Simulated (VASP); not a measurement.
# Co (Fd-3m) in VASP: a series of runs

Runs on Co. Level: BLYP. Tasks: single point, relaxation of cell and atoms.

Program: VASP 6.6.1. These are calculated values, not measurements. Logs are shortened: lines on timing, memory, paths and dates and some standing lists are left out, and cuts for length are marked.

### Step 1. The cell of the first run

Symmetry: Fd-3m, No. 227, cubic system. Conventional cell: a = 4.794 Å, b = 4.794 Å, c = 4.794 Å, α = 90.00°, β = 90.00°, γ = 90.00°. Within 2.7 Å of Co (site symmetry -43m) lie 4 Co at 2.08 Å.

This isn't the form of Co at room conditions, which is hcp.

### Step 2. Single point, BLYP (13.77 Å³/atom)

File INCAR:

```
SYSTEM = Co
AGGAC = 1.0 ; AGGAX = 1.0
ALDAC = 0.0 ; ALDAX = 1.0
ALGO = Normal ; EDIFF = 1E-6
ENCUT = 690 ; GGA = B5
GGA_COMPAT = .False. ; ISIF = 2
ISMEAR = -1 ; LASPH = .True.
LCHARG = .False. ; LREAL = .False.
LWAVE = .False. ; NBANDS = 24
NELM = 120 ; PREC = Accurate
SIGMA = 0.1
```

File KPOINTS:

```
k-points
0
Gamma
  12 12 12
  0 0 0
```

File POSCAR:

```
Co
1.0
    0.0000000000      2.3970960353      2.3970960353
    2.3970960353      0.0000000000      2.3970960353
    2.3970960353      2.3970960353      0.0000000000
Co
2
Direct
    0.1250000000      0.1250000000      0.1250000000
    0.8750000000      0.8750000000      0.8750000000
```

Potentials or basis: VASP PAW PBE potentials, release 64 (Co_sv).

Launch:

```bash
> cat potpaw_PBE.64/Co_sv/POTCAR > POTCAR
> mpirun -np 1 vasp_std > vasp.out
```

OUTCAR:

```text
SYSTEM = Co
   EDIFF = 1E-6
   ENCUT = 690
   GGA = B5
   ISIF = 2
   ISMEAR = -1
   LASPH = .True.
   LREAL = .False.
   NELM = 120
   PREC = Accurate

 ion  position               nearest neighbor table
   1  0.125  0.125  0.125-   2 2.08   2 2.08   2 2.08   2 2.08
   2  0.875  0.875  0.875-   1 2.08   1 2.08   1 2.08   1 2.08

  LATTYP: Found a face centered cubic cell.
 ALAT       =     4.7941920706

  Lattice vectors:

 A1 = (   0.0000000000,   2.3970960353,   2.3970960353)
 A2 = (   2.3970960353,   0.0000000000,   2.3970960353)
 A3 = (   2.3970960353,   2.3970960353,   0.0000000000)

Analysis of symmetry for initial positions (statically):
=====================================================================
 Subroutine PRICEL returns:
 Original cell was already a primitive cell.

 Routine SETGRP: Setting up the symmetry group for a
 face centered cubic supercell.

 Subroutine GETGRP returns: Found 48 space group operations
 (whereof 12 operations were pure point group operations)
 out of a pool of 48 trial point group operations.

The static configuration has the point symmetry D_3d.
 The point group associated with its full space group is O_h .

Analysis of symmetry for dynamics (positions and initial velocities):
=====================================================================
 Subroutine PRICEL returns:
 Original cell was already a primitive cell.

 Routine SETGRP: Setting up the symmetry group for a
 face centered cubic supercell.

 Subroutine GETGRP returns: Found 48 space group operations
 (whereof 12 operations were pure point group operations)
 out of a pool of 48 trial point group operations.

The dynamic configuration has the point symmetry D_3d.
 The point group associated with its full space group is O_h .

 Subroutine INISYM returns: Found 48 space group operations
 (whereof 12 operations are pure point group operations),
 and found     1 'primitive' translations

----------------------------------------------------------------------------------------

                                     Primitive cell

  volume of cell :      27.5478

  direct lattice vectors                    reciprocal lattice vectors
     0.000000000  2.397096035  2.397096035    -0.208585719  0.208585719  0.208585719
     2.397096035  0.000000000  2.397096035     0.208585719 -0.208585719  0.208585719
     2.397096035  2.397096035  0.000000000     0.208585719  0.208585719 -0.208585719

  length of vectors
     3.390005723  3.390005723  3.390005723     0.361281063  0.361281063  0.361281063

  position of ions in fractional coordinates (direct lattice)
     0.125000000  0.125000000  0.125000000
     0.875000000  0.875000000  0.875000000

  ion indices of the primitive-cell ions
   primitive index   ion index
                 1           1
                 2           2

----------------------------------------------------------------------------------------

 KPOINTS: k-points

Automatic generation of k-mesh.
 Grid dimensions read from file:
 generate k-points for:   12   12   12

 Generating k-lattice:

  Cartesian coordinates                     Fractional coordinates (reciprocal lattice)
    -0.017382143  0.017382143  0.017382143     0.083333333  0.000000000  0.000000000
     0.017382143 -0.017382143  0.017382143     0.000000000  0.083333333  0.000000000
     0.017382143  0.017382143 -0.017382143     0.000000000  0.000000000  0.083333333

  Length of vectors
     0.030106755  0.030106755  0.030106755

  Shift w.r.t. Gamma in fractional coordinates (k-lattice)
     0.000000000  0.000000000  0.000000000

 Subroutine IBZKPT returns following result:
 ===========================================

 Found     72 irreducible k-points:

 Following reciprocal coordinates:
            Coordinates               Weight
  0.000000  0.000000  0.000000      1.000000
  0.083333  0.000000  0.000000      8.000000
  0.166667  0.000000  0.000000      8.000000
  0.250000  0.000000  0.000000      8.000000
  0.333333  0.000000  0.000000      8.000000
  0.416667  0.000000  0.000000      8.000000
[... 16 lines left out ...]
  0.500000  0.166667  0.000000     24.000000
 -0.416667  0.166667  0.000000     24.000000
 [... further k-points ...]
   k-points           NKPTS =     72   k-points in BZ     NKDIM =     72   number of bands    NBANDS=     24
   number of dos      NEDOS =    301   number of ions     NIONS =      2
   total plane-waves  NPLWV =  27000
   dimension x,y,z NGX =    30 NGY =   30 NGZ =   30
   dimension x,y,z NGXF=    60 NGYF=   60 NGZF=   60
   ions per type =               2
   NGX,Y,Z   is equivalent  to a cutoff of  14.71, 14.71, 14.71 a.u.
   NGXF,Y,Z  is equivalent  to a cutoff of  29.42, 29.42, 29.42 a.u.
 SYSTEM =  Co
   PREC   = accura    normal or accurate (medium, high low for compatibility)
   ISTART =      0    job   : 0-new  1-cont  2-samecut
   ICHARG =      2    charge: 1-file 2-atom 10-const
   ISPIN  =      1    spin polarized calculation?
   LNONCOLLINEAR =      F non collinear calculations
   LSORBIT =      F    spin-orbit coupling
   LASPH  =      T    aspherical Exc in radial PAW
   ENCUT  =  690.0 eV  50.71 Ry    7.12 a.u.   7.26  7.26  7.26*2*pi/ulx,y,z
   NELM   =    120;   NELMIN=  2; NELMDL= -5     # of ELM steps
   EDIFF  = 0.1E-05   stopping-criterion for ELM
   LREAL  =      F    real-space projection
   EDIFFG = 0.1E-04   stopping-criterion for IOM
   NSW    =      0    number of steps for IOM
   IBRION =     -1    ionic relax: 0-MD 1-quasi-New 2-CG
   NFREE  =      0    steps in history (QN), initial steepest desc. (CG)
   ISIF   =      2    stress and relaxation
   ISYM   =      2    0-nonsym 1-usesym 2-fastsym
   POTIM  = 0.5000    time-step for ionic-motion
   TEBEG  =    0.0;   TEEND  =   0.0 temperature during run
   PSTRESS=    0.0 pullay stress
   NELECT =      34.0000    total number of electrons
   NUPDOWN=      -1.0000    fix difference up-down
   EMIN   =  10.00;   EMAX   =-10.00  energy-range for DOS
   EFERMI =   0.00;   METHOD = LEGACY
   ISMEAR =    -1;   SIGMA  =   0.10  broadening in eV -4-tet -1-fermi 0-gaus
   EFERMI_NEDOS =   21; number of points for ismear=-14 and -15
   IALGO  =     38    algorithm
   IMIX   =      4    mixing-type and parameters
     AMIX     =   0.40;   BMIX     =  1.00
     AMIX_MAG =   1.60;   BMIX_MAG =  1.00
  volume/ion in A,a.u.               =      13.77        92.95
  Fermi-wavevector in a.u.,A,eV,Ry     =   1.756059  3.318470 41.956861  3.083742
  Thomas-Fermi vector in A             =   2.825683
   LORBIT       =      0    0 simple, 1 ext, 2 COOP (PROOUT), +10 PAW based schemes
   GGA     = B5    functional components
   LHFCALC =     F    Hartree Fock is set to
   AEXX    =    0.0000 exact exchange contribution
   IVDW    =     0    specifies the selected vdW correction
   LEPSILON=     F    determine dielectric tensor
   LRPA    =     F    only Hartree local field effects (RPA)
 non-spin polarized calculation
  energy-cutoff  :      690.00
  volume of cell :       27.55
 maximum number of plane-waves:      1158
 NGX is ok and might be reduce to    30
   NGX = 15   NGY = 15   NGZ = 15

 number of electron      34.0000022 magnetization

 Free energy of the ion-electron system (eV)
  ---------------------------------------------------
  ext. energy  EPLUGINS =         0.00000000
  ---------------------------------------------------
  free energy    TOTEN  =       -10.06192483 eV

  energy without entropy =       -9.93445184  energy(sigma->0) =       -9.99818833

 E-fermi :   9.0891     XC(G=0): -11.5241

 val. band max:        9.0749080511   @ k =   0.3333   0.1667   0.0833
 cond. band min:       9.0947643710   @ k =   0.5000   0.2500   0.0000
 fundamental gap:      0.0198563198
 Fermi energy:         9.0890999238

 k-point     1 :       0.0000    0.0000    0.0000
  band No.  band energies     occupation
      1     -85.9385      2.00000
      2     -85.6164      2.00000
      3     -49.5840      2.00000
      4     -49.5840      2.00000
      5     -49.5840      2.00000
      6     -49.0804      2.00000
[... 16 lines left out ...]
     23      23.3849      0.00000
     24      23.3849      0.00000

 k-point     2 :       0.0833    0.0000    0.0000
  band No.  band energies     occupation
      1     -85.9344      2.00000
      2     -85.6205      2.00000
      3     -49.5881      2.00000
      4     -49.5881      2.00000
      5     -49.5835      2.00000
      6     -49.0817      2.00000
[... 16 lines left out ...]
     23      24.3026      0.00000
     24      24.5274      0.00000

 k-point     3 :       0.1667    0.0000    0.0000
  band No.  band energies     occupation
      1     -85.9227      2.00000
      2     -85.6324      2.00000
      3     -49.5991      2.00000
      4     -49.5991      2.00000
      5     -49.5815      2.00000
      6     -49.0855      2.00000
[... 16 lines left out ...]
     23      23.7860      0.00000
     24      25.5540      0.00000

 k-point     4 :       0.2500    0.0000    0.0000
  band No.  band energies     occupation
      1     -85.9049      2.00000
      2     -85.6504      2.00000
      3     -49.6132      2.00000
      4     -49.6132      2.00000
      5     -49.5784      2.00000
      6     -49.0904      2.00000
[... 16 lines left out ...]
     23      23.1977      0.00000
     24      24.8717      0.00000

 k-point     5 :       0.3333    0.0000    0.0000
  band No.  band energies     occupation
      1     -85.8842      2.00000
      2     -85.6713      2.00000
      3     -49.6266      2.00000
      4     -49.6266      2.00000
      5     -49.5759      2.00000
      6     -49.0956      2.00000
[... 16 lines left out ...]
     23      22.7408      0.00000
     24      24.1373      0.00000

 k-point     6 :       0.4167    0.0000    0.0000
  band No.  band energies     occupation
      1     -85.8660      2.00000
      2     -85.6896      2.00000
      3     -49.6361      2.00000
      4     -49.6361      2.00000
      5     -49.5740      2.00000
      6     -49.0993      2.00000
[... 16 lines left out ...]
     23      22.4612      0.00000
     24      23.6793      0.00000
[... 379 lines left out ...]
 k-point    21 :       0.3333    0.1667    0.0000
  band No.  band energies     occupation
      1     -85.8842      2.00000
      2     -85.6713      2.00000
      3     -49.6477      2.00000
      4     -49.6432      2.00000
      5     -49.5222      2.00000
      6     -49.1471      2.00000
[... 16 lines left out ...]
     23      21.1924      0.00000
     24      23.9332      0.00000

 k-point    22 :       0.4167    0.1667    0.0000
  band No.  band energies     occupation
      1     -85.8635      2.00000
      2     -85.6921      2.00000
      3     -49.6640      2.00000
      4     -49.6517      2.00000
      5     -49.5106      2.00000
      6     -49.1594      2.00000
[... 16 lines left out ...]
     23      21.0676      0.00000
     24      25.6218      0.00000

 k-point    23 :       0.5000    0.1667    0.0000
  band No.  band energies     occupation
      1     -85.8476      2.00000
      2     -85.7082      2.00000
      3     -49.6759      2.00000
      4     -49.6541      2.00000
      5     -49.5045      2.00000
      6     -49.1659      2.00000
[... 16 lines left out ...]
     23      21.1104      0.00000
     24      25.9715      0.00000

 k-point    24 :      -0.4167    0.1667    0.0000
  band No.  band energies     occupation
      1     -85.8453      2.00000
      2     -85.7105      2.00000
      3     -49.6805      2.00000
      4     -49.6496      2.00000
      5     -49.5068      2.00000
      6     -49.1636      2.00000
[... 16 lines left out ...]
     23      21.3222      0.00000
     24      25.4526      0.00000

 [... further k-points ...]
[... 5 lines left out ...]
  --------------------------------------------------------------------------------------
  -------------------------------------------------------------------------------------
  Total        3.2591405      3.2591405      3.2591405     -0.0000000     -0.0000000      0.0000000
  in kB      189.5515644    189.5515644    189.5515644     -0.0000000     -0.0000000      0.0000000
  external PRESSURE =     189.5515644 kB  Pullay stress =       0.0000000 kB

 VOLUME and BASIS-vectors are now :
 -----------------------------------------------------------------------------
  energy-cutoff  :      690.00
  volume of cell :       27.55
      direct lattice vectors                 reciprocal lattice vectors
     0.000000000  2.397096035  2.397096035    -0.208585719  0.208585719  0.208585719
     2.397096035  0.000000000  2.397096035     0.208585719 -0.208585719  0.208585719
     2.397096035  2.397096035  0.000000000     0.208585719  0.208585719 -0.208585719

 POSITION                                       TOTAL-FORCE (eV/Angst)
 -----------------------------------------------------------------------------------
      0.59927      0.59927      0.59927        -0.000000     -0.000000     -0.000000
      4.19492      4.19492      4.19492         0.000000      0.000000      0.000000
 -----------------------------------------------------------------------------------
    total drift:                               -0.000000      0.000000      0.000000

  FREE ENERGIE OF THE ION-ELECTRON SYSTEM (eV)
  ---------------------------------------------------
  free  energy   TOTEN  =       -10.0619248329 eV

  energy  without entropy=       -9.9344518353  energy(sigma->0) =       -9.99818833
```

Wall time 49 s (1 thread of AMD EPYC 9R45 (Zen 5), shared host); peak memory 0.17 GiB.

Results:

```yaml
Free_energy: -10.0619 eV
Pressure: 19.0 GPa
Band_gap_on_the_k_mesh: zero (bands 17 and 18 overlap by 0.84 eV)
```

Levels at points of the mesh, in eV from the Fermi level:
```csv
k point,band 13,band 14,band 15,band 16,band 17,band 18,band 19,band 20,band 21,band 22
"(0.00, 0.00, 0.00)",-3.14,-3.14,-1.17,-1.17,-1.17,0.32,0.32,14.13,14.13,14.14
"(0.50, 0.00, 0.00)",-3.17,-3.17,-1.51,-0.66,-0.66,0.10,0.10,1.64,10.34,10.34
"(0.50, 0.50, 0.00)",-2.10,-2.10,-1.50,-1.50,0.29,0.29,2.06,2.06,5.16,5.16
```

Caveat: the cell stands under pressure; the PAW data sets were made with another functional, which shifts forces and pressure a little; the run has no spin polarisation, though such a crystal can be magnetic. Spin polarisation is off, so any magnetic state and its effect on volume and gap are missing.

### Step 3. Relaxation of cell and atoms, BLYP, collinear spin, ferromagnetic start

This run uses another cell than the first one, of 14.95 Å³/atom.

File INCAR:

```
AGGAC = 1.0 ; AGGAX = 1.0
ALDAC = 0.0 ; ALDAX = 1.0
ALGO = Normal ; EDIFF = 1E-7
EDIFFG = -0.01 ; ENCUT = 690
GGA = B5 ; GGA_COMPAT = False
IBRION = 2 ; ISIF = 3
ISMEAR = -1 ; ISPIN = 2
LASPH = True ; LCHARG = False
LMAXMIX = 4 ; LORBIT = 11
LREAL = False ; LWAVE = False
MAGMOM = 1.7 1.7 ; NELM = 200
NELMIN = 4 ; NSW = 80
PREC = Accurate ; SIGMA = 0.05
```

File KPOINTS:

```
k-points
0
Gamma
  11 11 11
```

File POSCAR:

```
Co
1.0
    0.0000000000      2.4634331982      2.4634331982
    2.4634331982      0.0000000000      2.4634331982
    2.4634331982      2.4634331982      0.0000000000
Co
2
Direct
    0.1250000000      0.1250000000      0.1250000000
    0.8750000000      0.8750000000      0.8750000000
```

Potentials or basis: VASP PAW PBE potentials, release 64 (Co_sv).

Launch:

```bash
> cat potpaw_PBE.64/Co_sv/POTCAR > POTCAR
> mpirun -np 1 vasp_std > vasp.out
```

Run time: 4.5 min. Hardware: 1 thread of Intel Xeon 6975P-C (Granite Rapids), shared host; peak memory 0.24 GiB.

Results (log left out):

| Quantity | Value |
| --- | --- |
| Free energy | -10.3537 eV |
| Relaxed volume | 16.88 Å³/atom |
| Relaxed cell | a = 3.628 Å, b = 3.628 Å, c = 3.628 Å, α = 60.00°, β = 60.00°, γ = 60.00° |
| Space group after relaxing (to 0.1 Å) | Fd-3m (No. 227) |
| Energy gained by relaxing | 87.2 meV/atom |
| Ionic steps | 4 |
| Pressure after relaxing | 0.1 GPa |
| Net moment | 3.40 μB per cell |
| Site moments | Co +1.71 μB |
| Valence electrons inside the program's atomic spheres | Co 15.13 |

The path:
```
step  energy change (eV)  largest force (eV/Å)  pressure (GPa)  volume (Å³)
   1              0.0000                0.0000           12.11        29.90
   2             -0.1608                0.0000           -3.35        35.06
   3             -0.1737                0.0000           -0.87        34.09
   4             -0.1745                0.0000            0.07        33.76
```

Final structure:
```cif
data_structure
_symmetry_space_group_name_H-M 'P 1'
_symmetry_Int_Tables_number 1
_cell_length_a 3.6278
_cell_length_b 3.6278
_cell_length_c 3.6278
_cell_angle_alpha 60.000
_cell_angle_beta 60.000
_cell_angle_gamma 60.000
_cell_volume 33.76
loop_
_atom_site_label
_atom_site_type_symbol
_atom_site_fract_x
_atom_site_fract_y
_atom_site_fract_z
_atom_site_occupancy
Co1 Co 0.12500 0.12500 0.12500 1
Co2 Co 0.87500 0.87500 0.87500 1
```

Levels at points of the mesh, in eV from the Fermi level:
Spin up:
```csv
k point,band 17,band 18,band 19,band 20,band 21,band 22
"(0.00, 0.00, 0.00)",-1.56,-0.64,-0.64,11.91,11.91,11.91
```
Spin down:
```tsv
k point	band 11	band 12	band 13	band 14	band 15	band 16	band 17	band 18	band 19	band 20
(0.00, 0.00, 0.00)	-1.65	-1.65	-1.64	-1.64	0.01	0.01	0.01	1.37	1.37	12.38
```

Caveat: the PAW data sets were made with another functional, which shifts forces and pressure a little.

The gap in the log of VASP goes by the Fermi energy; the results here count the filled bands.